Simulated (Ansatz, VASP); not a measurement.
**CdRe5Br in VASP and in Ansatz**

```xyz
7
Lattice="4.1244 0.0000 0.0000 0.0000 4.1244 0.0000 0.0000 0.0000 6.7465" Properties=species:S:1:pos:R:3 pbc="T T T"
Cd    2.0622    2.0622    0.0000
Re    0.0000    2.0622    1.9110
Re    0.0000    2.0622    4.8355
Re    2.0622    0.0000    1.9110
Re    2.0622    0.0000    4.8355
Re    0.0000    0.0000    0.0000
Br    0.0000    0.0000    3.3732
```

Change from the starting cell: species swapped into the HgPPt5 type (P4/mmm, No. 123).

Alike in both runs: functional PBE; k mesh 10 × 10 × 6; occupations gaussian, width 0.1 eV; no spin polarisation.

Ansatz relaxed the structure, and its values are those at the end. VASP's run is a single point on that final structure, the one shown.

```csv
,VASP,Ansatz
version,VASP 6.6.1,Ansatz 0.2.0
potentials or method,"VASP PAW PBE potentials, release 64 (Cd, Re, Br), cutoff 520 eV","scalar-relativistic, plane waves, PAW"
valence electrons in the cell,54,102
```

|  | VASP | Ansatz | Ansatz less VASP |
| --- | --- | --- | --- |
| gap on the k mesh at the Fermi level (eV) | none | none | - |
| pressure (GPa) | 0.5 | 0.0 | -0.53 |

A gap of «none» marks a metal or a gap that the smearing closes. With one functional, cell and mesh, what is left measures potentials, basis and numerics. VASP's potentials hold 54 valence electrons a cell and Ansatz's 102, so a difference there can come from the potentials and not from the codes.

Neither program's run includes spin-orbit coupling.
